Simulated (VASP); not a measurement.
## Si6O11 (a cell with a defect): single point with PBE+D3(BJ)

Si6O11 (a cell with a defect):

```
Si O
1.0
    -2.45739    4.25633    0.00000
     0.00000    0.00000    5.42103
     7.37217    4.25633    0.00000
Si O
6 11
Direct
  0.76698 0.66667 0.23302
  0.26698 0.66667 0.73302
  0.96604 0.33333 0.50000
  0.46604 0.33333 0.00000
  0.26698 0.00000 0.26698
  0.76698 0.00000 0.76698
  0.27300 0.22034 0.13704
  0.77300 0.22034 0.63704
  0.06906 0.88700 0.79498
  0.65793 0.55367 0.06798
  0.15793 0.55367 0.56798
  0.06906 0.77966 0.20502
  0.56906 0.77966 0.70502
  0.15097 0.13861 0.40793
  0.65793 0.11300 0.93202
  0.77300 0.44633 0.36296
  0.27300 0.44633 0.86296
```

This cell differs from its parent crystal: atoms taken out, atom 14 moved 0.000 of the way to it and -0.250 Å across, host rigid.

```json
{"Program": "VASP 6.6.1", "Task": "single point", "Functional": "PBE", "Dispersion": "D3(BJ)", "Potentials or basis": "VASP PAW PBE potentials, release 64 (Si, O)", "Cutoff": "520 eV", "k mesh": "4 × 4 × 2", "Occupations": "gaussian, width 0.05 eV", "Spin": "no spin polarisation"}
```

```yaml
Largest_force: 3.026 eV/Å
Dispersion_energy_per_atom: -0.142 eV
```

Forces on the atoms (eV/Å):
```
Si  -1.024  0.430 -2.523
Si   0.061 -0.170 -0.215
Si   1.541  0.845  1.346
Si  -1.040 -0.925 -0.519
Si  -2.069 -2.189  0.289
Si  -0.003  0.129  0.038
O   -0.333  0.690 -0.761
O   -0.524 -0.082 -0.127
O    0.010  0.146  0.036
O    0.610  0.695  1.310
O   -0.200 -0.177 -0.097
O    0.144  0.285  0.303
O   -0.181  0.030  0.084
O    2.397  1.416 -0.532
O    0.471  0.181  0.257
O   -0.121 -1.447  1.184
O    0.261  0.142 -0.071
```

Levels at points of the mesh, in eV from the Fermi level:
```
           k point  band 41  band 42  band 43  band 44  band 45  band 46  band 47  band 48
(0.00, 0.00, 0.00)    -0.76    -0.58    -0.32    -0.19    -0.02     4.70     6.56     6.87
(0.50, 0.00, 0.00)    -0.60    -0.53    -0.04    -0.01     0.64     3.61     6.81     6.91
(0.00, 0.50, 0.00)    -0.88    -0.30    -0.24    -0.02     0.05     4.25     7.06     7.26
(0.50, 0.50, 0.00)    -0.56    -0.51    -0.49    -0.35     0.43     3.89     6.62     7.22
(0.00, 0.00, 0.50)    -0.76    -0.51    -0.30    -0.18    -0.02     4.69     6.28     7.24
(0.50, 0.00, 0.50)    -0.53    -0.52    -0.05    -0.03     0.64     3.62     6.72     6.89
(0.00, 0.50, 0.50)    -0.79    -0.44    -0.30    -0.04     0.09     4.26     7.16     7.25
(0.50, 0.50, 0.50)    -0.58    -0.51    -0.30    -0.26     0.37     3.88     6.64     7.20
```

Wall time 18 min on 1 thread of Intel Xeon 8259CL, on a shared host, peak memory 0.38 GiB.

Caveat: the k points lie up to 0.37 Å⁻¹ apart; the cell carries a net charge on a neutralising background, which shifts energy and pressure; the cell differs from its parent crystal (atoms taken out, atom 14 moved 0.000 of the way to it and -0.250 Å across, host rigid); the cell is charged against a uniform background, so pressure and absolute levels hang on convention.
